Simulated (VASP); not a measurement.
# Al (P6_3/mmc) in VASP: further runs

Al is run at these levels: PBE+D3(BJ); tasks: single point.

Everything below comes from runs of VASP 6.6.1. Logs are shortened: lines on timing, memory, paths and dates and some standing lists are left out, and cuts for length are marked.

## Step 1: The cell of the first run

Symmetry: P6_3/mmc, No. 194, hexagonal system. Conventional cell: a = 2.799 Å, b = 2.799 Å, c = 8.899 Å, α = 90.00°, β = 90.00°, γ = 120.00°. Within 3.6 Å of Al (site symmetry -3m) lie 12 Al at 2.75 to 2.80 Å. Within 3.6 Å of Al (site symmetry -6m2) lie 12 Al at 2.75 to 2.80 Å.

This isn't the form of Al at room conditions, which is fcc.

## Step 2: Single point, PBE+D3(BJ) (15.09 Å³/atom)

Contents of INCAR:

```
PREC = Accurate
ENCUT = 520
EDIFF = 1E-6
ISMEAR = 0
SIGMA = 0.15
LREAL = False
LASPH = True
NELM = 80
ALGO = Fast
ISIF = 2
LWAVE = False
LCHARG = False
GGA = PE
IVDW = 12
NBANDS = 14
```

Contents of KPOINTS:

```
Automatic mesh
0
Gamma
  18 18 6
```

Contents of POSCAR:

```
Al
1.0
    2.7987450368      0.0000000000      0.0000000000
   -1.3993725184      2.4237843006      0.0000000000
    0.0000000000      0.0000000000      8.8991695936
Al
4
Direct
    0.0000000000      0.0000000000      0.0000000000
    0.3333333333      0.6666666667      0.2500000000
    0.0000000000      0.0000000000      0.5000000000
    0.6666666667      0.3333333333      0.7500000000
```

Potentials or basis: VASP PAW PBE potentials, release 64 (Al).

Launch:

```sh
> cat potpaw_PBE.64/Al/POTCAR > POTCAR
> mpirun -np 1 vasp_std > vasp.out
```

OUTCAR:

```text
PREC = Accurate
   ENCUT = 520
   EDIFF = 1E-6
   ISMEAR = 0
   LREAL = False
   LASPH = True
   NELM = 80
   ISIF = 2
   GGA = PE
   IVDW = 12
 IVDW          = 12

 ion  position               nearest neighbor table
   1  0.000  0.000  0.000-   2 2.75   4 2.75   4 2.75   2 2.75   4 2.75   2 2.75
   2  0.333  0.667  0.250-   1 2.75   3 2.75   1 2.75   3 2.75   1 2.75   3 2.75
   3  0.000  0.000  0.500-   2 2.75   4 2.75   4 2.75   2 2.75   4 2.75   2 2.75
   4  0.667  0.333  0.750-   1 2.75   3 2.75   1 2.75   3 2.75   1 2.75   3 2.75

  LATTYP: Found a hexagonal cell.
 ALAT       =     2.7987450368
 C/A-ratio  =     3.1797000000

  Lattice vectors:

 A1 = (   2.7987450368,   0.0000000000,   0.0000000000)
 A2 = (  -1.3993725184,   2.4237843006,   0.0000000000)
 A3 = (   0.0000000000,   0.0000000000,   8.8991695936)

Analysis of symmetry for initial positions (statically):
=====================================================================
 Subroutine PRICEL returns:
 Original cell was already a primitive cell.

 Routine SETGRP: Setting up the symmetry group for a
 hexagonal supercell.

 Subroutine GETGRP returns: Found 24 space group operations
 (whereof 12 operations were pure point group operations)
 out of a pool of 24 trial point group operations.

The static configuration has the point symmetry D_3d.
 The point group associated with its full space group is D_6h.

Analysis of symmetry for dynamics (positions and initial velocities):
=====================================================================
 Subroutine PRICEL returns:
 Original cell was already a primitive cell.

 Routine SETGRP: Setting up the symmetry group for a
 hexagonal supercell.

 Subroutine GETGRP returns: Found 24 space group operations
 (whereof 12 operations were pure point group operations)
 out of a pool of 24 trial point group operations.

The dynamic configuration has the point symmetry D_3d.
 The point group associated with its full space group is D_6h.

 Subroutine INISYM returns: Found 24 space group operations
 (whereof 12 operations are pure point group operations),
 and found     1 'primitive' translations

----------------------------------------------------------------------------------------

                                     Primitive cell

  volume of cell :      60.3680

  direct lattice vectors                    reciprocal lattice vectors
     2.798745037  0.000000000  0.000000000     0.357303001  0.206288984  0.000000000
    -1.399372518  2.423784301  0.000000000     0.000000000  0.412577967  0.000000000
     0.000000000  0.000000000  8.899169594     0.000000000  0.000000000  0.112370035

  length of vectors
     2.798745037  2.798745037  8.899169594     0.412577967  0.412577967  0.112370035

  position of ions in fractional coordinates (direct lattice)
     0.000000000  0.000000000  0.000000000
     0.333333333  0.666666667  0.250000000
     0.000000000  0.000000000  0.500000000
     0.666666667  0.333333333  0.750000000

  ion indices of the primitive-cell ions
   primitive index   ion index
                 1           1
                 2           2
                 3           3
                 4           4

----------------------------------------------------------------------------------------

 KPOINTS: Automatic mesh

Automatic generation of k-mesh.
 Grid dimensions read from file:
 generate k-points for:   18   18    6

 Generating k-lattice:

  Cartesian coordinates                     Fractional coordinates (reciprocal lattice)
     0.019850167  0.011460499  0.000000000     0.055555556  0.000000000  0.000000000
     0.000000000  0.022920998  0.000000000     0.000000000  0.055555556  0.000000000
     0.000000000  0.000000000  0.018728339     0.000000000  0.000000000  0.166666667

  Length of vectors
     0.022920998  0.022920998  0.018728339

  Shift w.r.t. Gamma in fractional coordinates (k-lattice)
     0.000000000  0.000000000  0.000000000

 Subroutine IBZKPT returns following result:
 ===========================================

 Found    148 irreducible k-points:

 Following reciprocal coordinates:
            Coordinates               Weight
  0.000000  0.000000  0.000000      1.000000
  0.055556  0.000000  0.000000      6.000000
  0.111111  0.000000  0.000000      6.000000
  0.166667 -0.000000  0.000000      6.000000
  0.222222  0.000000  0.000000      6.000000
  0.277778 -0.000000  0.000000      6.000000
[... 16 lines left out ...]
  0.333333  0.111111  0.000000     12.000000
  0.388889  0.111111  0.000000     12.000000
 [... further k-points ...]
   k-points           NKPTS =    148   k-points in BZ     NKDIM =    148   number of bands    NBANDS=     14
   number of dos      NEDOS =    301   number of ions     NIONS =      4
   total plane-waves  NPLWV =  40320
   dimension x,y,z NGX =    24 NGY =   24 NGZ =   70
   dimension x,y,z NGXF=    48 NGYF=   48 NGZF=  140
   ions per type =               4
   NGX,Y,Z   is equivalent  to a cutoff of  14.26, 14.26, 13.08 a.u.
   NGXF,Y,Z  is equivalent  to a cutoff of  28.51, 28.51, 26.15 a.u.
 SYSTEM =  unknown system
   PREC   = accura    normal or accurate (medium, high low for compatibility)
   ISTART =      0    job   : 0-new  1-cont  2-samecut
   ICHARG =      2    charge: 1-file 2-atom 10-const
   ISPIN  =      1    spin polarized calculation?
   LNONCOLLINEAR =      F non collinear calculations
   LSORBIT =      F    spin-orbit coupling
   LASPH  =      T    aspherical Exc in radial PAW
   ENCUT  =  520.0 eV  38.22 Ry    6.18 a.u.   5.20  5.20 16.55*2*pi/ulx,y,z
   NELM   =     80;   NELMIN=  2; NELMDL= -5     # of ELM steps
   EDIFF  = 0.1E-05   stopping-criterion for ELM
   LREAL  =      F    real-space projection
   EDIFFG = 0.1E-04   stopping-criterion for IOM
   NSW    =      0    number of steps for IOM
   IBRION =     -1    ionic relax: 0-MD 1-quasi-New 2-CG
   NFREE  =      0    steps in history (QN), initial steepest desc. (CG)
   ISIF   =      2    stress and relaxation
   ISYM   =      2    0-nonsym 1-usesym 2-fastsym
   POTIM  = 0.5000    time-step for ionic-motion
   TEBEG  =    0.0;   TEEND  =   0.0 temperature during run
   PSTRESS=    0.0 pullay stress
   NELECT =      12.0000    total number of electrons
   NUPDOWN=      -1.0000    fix difference up-down
   EMIN   =  10.00;   EMAX   =-10.00  energy-range for DOS
   EFERMI =   0.00;   METHOD = LEGACY
   ISMEAR =     0;   SIGMA  =   0.15  broadening in eV -4-tet -1-fermi 0-gaus
   EFERMI_NEDOS =   21; number of points for ismear=-14 and -15
   IALGO  =     68    algorithm
   IMIX   =      4    mixing-type and parameters
     AMIX     =   0.40;   BMIX     =  1.00
     AMIX_MAG =   1.60;   BMIX_MAG =  1.00
  volume/ion in A,a.u.               =      15.09       101.85
  Fermi-wavevector in a.u.,A,eV,Ry     =   0.955432  1.805504 12.420075  0.912850
  Thomas-Fermi vector in A             =   2.084269
   LORBIT       =      0    0 simple, 1 ext, 2 COOP (PROOUT), +10 PAW based schemes
   GGA     = PE    functional components
   LHFCALC =     F    Hartree Fock is set to
   AEXX    =    0.0000 exact exchange contribution
   IVDW    =    12    specifies the selected vdW correction
   LEPSILON=     F    determine dielectric tensor
   LRPA    =     F    only Hartree local field effects (RPA)
 non-spin polarized calculation
 RMM-DIIS sequential band-by-band and
 Gauss-broadening in eV      SIGMA  =   0.15
  energy-cutoff  :      520.00
  volume of cell :       60.37
 maximum number of plane-waves:      1643
 NGX is ok and might be reduce to    24
   NGX = 11   NGY = 11   NGZ = 33

 number of electron      12.0000000 magnetization

 Free energy of the ion-electron system (eV)
  ---------------------------------------------------
  ext. energy  EPLUGINS =         0.00000000
  ---------------------------------------------------
  free energy    TOTEN  =       -14.78154510 eV

  energy without entropy =      -14.76572055  energy(sigma->0) =      -14.77363283

 E-fermi :   8.9527     XC(G=0): -10.5242

 val. band max:        8.9483536370   @ k =   0.3889   0.2222   0.3333
 cond. band min:       8.9769700758   @ k =   0.3889   0.1667   0.1667
 fundamental gap:      0.0286164388
 Fermi energy:         8.9527456989

 k-point     1 :       0.0000    0.0000    0.0000
  band No.  band energies     occupation
      1      -2.8044      2.00000
      2      -0.9502      2.00000
      3      -0.9485      2.00000
      4       4.1711      2.00000
      5       4.8007      2.00000
      6      13.1106      0.00000
      7      13.1305      0.00000
      8      19.8989      0.00000
      9      19.8989      0.00000
     10      20.0317      0.00000
     11      20.0317      0.00000
     12      21.0038      0.00000
     13      21.0042      0.00000
     14      21.1652      0.00000

 k-point     2 :       0.0556    0.0000    0.0000
  band No.  band energies     occupation
      1      -2.7267      2.00000
      2      -0.8736      2.00000
      3      -0.8720      2.00000
      4       4.2424      2.00000
      5       4.8758      2.00000
      6      13.1659      0.00000
      7      13.1911      0.00000
      8      18.2274      0.00000
      9      18.8442      0.00000
     10      19.6562      0.00000
     11      19.7381      0.00000
     12      20.2135      0.00000
     13      20.3278      0.00000
     14      20.3656      0.00000
[... 343 lines left out ...]
      1       1.1751      2.00000
      2       2.9625      2.00000
      3       2.9675      2.00000
      4       6.3922      2.00000
      5       7.7257      2.00000
      6       8.0993      2.00000
      7       8.4718      1.99999
      8       9.0550      0.33525
      9      11.7102      0.00000
     10      12.9325      0.00000
     11      13.4890      0.00000
     12      13.6247      0.00000
     13      14.4547      0.00000
     14      17.0110      0.00000

 k-point    24 :       0.3889    0.1111    0.0000
  band No.  band energies     occupation
      1       2.2991      2.00000
      2       4.0436      2.00000
      3       4.0590      2.00000
      4       4.9438      2.00000
      5       6.7609      2.00000
      6       6.7835      2.00000
      7       9.0062      0.61420
      8       9.7671      0.00000
      9      11.3251      0.00000
     10      11.5614      0.00000
     11      12.8869      0.00000
     12      13.3318      0.00000
     13      13.7372      0.00000
     14      17.7311      0.00000

 [... further k-points ...]

------------------------ aborting loop because EDIFF is reached ----------------------------------------

 Edisp (eV)   -1.47613

 E8    (eV) :    -0.6610

  FORCE on cell =-STRESS in cart. coord.  units (eV):
  Direction    XX          YY          ZZ          XY          YZ          ZX
  --------------------------------------------------------------------------------------
  -------------------------------------------------------------------------------------
  Total       1.30613     1.30613     2.73250     0.00000    -0.00000     0.00000
  in kB      34.66479    34.66479    72.52109     0.00000    -0.00000     0.00000
  external pressure =       47.28 kB  Pullay stress =        0.00 kB

 VOLUME and BASIS-vectors are now :
 -----------------------------------------------------------------------------
  energy-cutoff  :      520.00
  volume of cell :       60.37
      direct lattice vectors                 reciprocal lattice vectors
     2.798745037  0.000000000  0.000000000     0.357303001  0.206288984  0.000000000
    -1.399372518  2.423784301  0.000000000     0.000000000  0.412577967  0.000000000
     0.000000000  0.000000000  8.899169594     0.000000000  0.000000000  0.112370035

 POSITION                                       TOTAL-FORCE (eV/Angst)
 -----------------------------------------------------------------------------------
      0.00000      0.00000      0.00000        -0.000000      0.000000      0.000000
     -0.00000      1.61586      2.22479        -0.000000      0.000000     -0.000000
      0.00000      0.00000      4.44958         0.000000      0.000000      0.000000
      1.39937      0.80793      6.67438         0.000000      0.000000     -0.000000
 -----------------------------------------------------------------------------------
    total drift:                               -0.000000      0.000000      0.000000

  FREE ENERGIE OF THE ION-ELECTRON SYSTEM (eV)
  ---------------------------------------------------
  free  energy   TOTEN  =       -16.2576734806 eV

  energy  without entropy=      -16.2418489284  energy(sigma->0) =      -16.24976120
```

Run time: 37 s. Hardware: 1 thread of Intel Xeon 6975P-C (Granite Rapids), shared host; peak memory 0.25 GiB.

What came out:

```yaml
Free_energy: -16.2577 eV
Pressure: 4.7 GPa
Band_gap_on_the_k_mesh: zero (bands 6 and 7 overlap by 6.14 eV)
Dispersion_energy_per_atom: -0.369 eV
```

Caveat: the cell stands under pressure.

## Step 3: Single point, PBE+D3(BJ) (14.59 Å³/atom)

This run uses another cell than the first one, of 14.59 Å³/atom.

Contents of INCAR:

```
ALGO = Normal
EDIFF = 1E-7
ENCUT = 520
GGA = PE
ISIF = 2
ISMEAR = 0
IVDW = 12
LASPH = T
LCHARG = T
LELF = T
LREAL = F
LVHAR = T
LWAVE = F
NBANDS = 14
NELM = 60
PREC = Accurate
SIGMA = 0.15
```

Contents of KPOINTS:

```
k-points
0
Gamma
  18 18 6
```

Contents of POSCAR:

```
Al
1.0
    2.7967990517      0.0000000000      0.0000000000
   -1.3983995258      2.4220990281      0.0000000000
    0.0000000000      0.0000000000      8.6121833199
Al
4
Direct
    0.0000000000      0.0000000000      0.0000000000
    0.3333333333      0.6666666667      0.2500000000
    0.0000000000      0.0000000000      0.5000000000
    0.6666666667      0.3333333333      0.7500000000
```

Potentials or basis: VASP PAW PBE potentials, release 64 (Al).

Launch:

```sh
> cat potpaw_PBE.64/Al/POTCAR > POTCAR
> mpirun -np 1 vasp_std > vasp.out
```

Run time: 35 s. Hardware: 1 thread of Intel Xeon 6975P-C (Granite Rapids), shared host; peak memory 0.23 GiB.

The run converged. Its results:

| Item | Value |
| --- | --- |
| Free energy | -16.1277 eV |
| Pressure | 9.0 GPa |
| Band gap on the k mesh | zero (bands 6 and 7 overlap by 6.84 eV) |
| Dispersion energy per atom | -0.382 eV |

Stress tensor (GPa, compression positive):
```
 6.51  0.00  0.00
 0.00  6.51  0.00
 0.00  0.00 14.07
```

Levels at points of the mesh, in eV from the Fermi level:
```tsv
k point	band 2	band 3	band 4	band 5	band 6	band 7	band 8	band 9	band 10	band 11
(0.00, 0.00, 0.00)	-10.04	-10.04	-4.71	-3.79	4.89	4.92	10.68	10.68	10.82	10.82
(0.50, 0.00, 0.00)	-5.83	-4.39	-4.32	-3.60	-3.53	0.89	1.30	2.12	2.33	5.44
(0.00, 0.00, 0.50)	-11.52	-7.62	-7.62	-0.03	-0.03	10.35	10.35	11.05	11.05	11.05
(0.50, 0.00, 0.50)	-5.46	-5.36	-5.36	-1.94	-1.94	-1.20	-1.20	5.15	5.15	5.70
```

Caveat: the cell stands under pressure.

## Step 4: Single point, PBE+D3(BJ) (14.84 Å³/atom)

This run uses another cell than the first one, of 14.84 Å³/atom.

Contents of INCAR:

```
PREC     = Accurate       # precision mode
ENCUT    = 520            # plane-wave cutoff, eV
EDIFF    = 1E-6           # SCF threshold, eV
ISMEAR   = 0              # smearing method
SIGMA    = 0.15           # smearing width, eV
LREAL    = F              # projectors in reciprocal space
LASPH    = T              # aspherical terms in the spheres
NELM     = 60             # most SCF steps
ALGO     = Fast           # electronic algorithm
ISIF     = 2              # what is computed and relaxed
LWAVE    = F              # write WAVECAR
LCHARG   = T              # write CHGCAR
GGA      = PE             # functional
IVDW     = 12             # dispersion correction
LELF     = T              # ELF
LVHAR    = T            
NBANDS   = 14             # bands
```

Contents of KPOINTS:

```
regular mesh
0
Gamma
  18 18 6
```

Contents of POSCAR:

```
Al
1.0
    2.7387472888      0.0000000000      0.0000000000
   -1.3693736444      2.3718247267      0.0000000000
    0.0000000000      0.0000000000      9.1375564544
Al
4
Direct
    0.0000000000      0.0000000000      0.0000000000
    0.3333333333      0.6666666667      0.2500000000
    0.0000000000      0.0000000000      0.5000000000
    0.6666666667      0.3333333333      0.7500000000
```

Launch:

```sh
> cat potpaw_PBE.64/Al/POTCAR > POTCAR
> mpirun -np 1 vasp_std > vasp.out
```

Wall time 39 s (1 thread of Intel Xeon 6975P-C (Granite Rapids), shared host); peak memory 0.22 GiB.

Results (log left out):

```yaml
Free_energy: -16.2321 eV
Pressure: 6.6 GPa
Band_gap_on_the_k_mesh: zero (bands 6 and 7 overlap by 5.40 eV)
Dispersion_energy_per_atom: -0.376 eV
```

Stress tensor (GPa, compression positive):
```
7.44 0.00 0.00
0.00 7.44 0.00
0.00 0.00 4.84
```

Levels at points of the mesh, in eV from the Fermi level:
```
           k point  band 2  band 3  band 4  band 5  band 6  band 7  band 8  band 9  band 10  band 11
(0.00, 0.00, 0.00)  -10.12  -10.11   -5.13   -4.79    3.25    3.26   11.87   11.87    11.88    11.88
(0.50, 0.00, 0.00)   -5.47   -4.17   -4.17   -3.36   -3.36    0.79    1.17    1.36     1.74     6.41
(0.00, 0.00, 0.50)  -11.43   -7.95   -7.95   -1.20   -1.20    8.31    8.31   12.13    12.13    12.13
(0.50, 0.00, 0.50)   -5.14   -5.01   -5.01   -1.96   -1.96   -1.25   -1.25    4.73     4.73     4.76
```

Caveat: the cell stands under pressure.

(Part 1 of 2 ends here.)
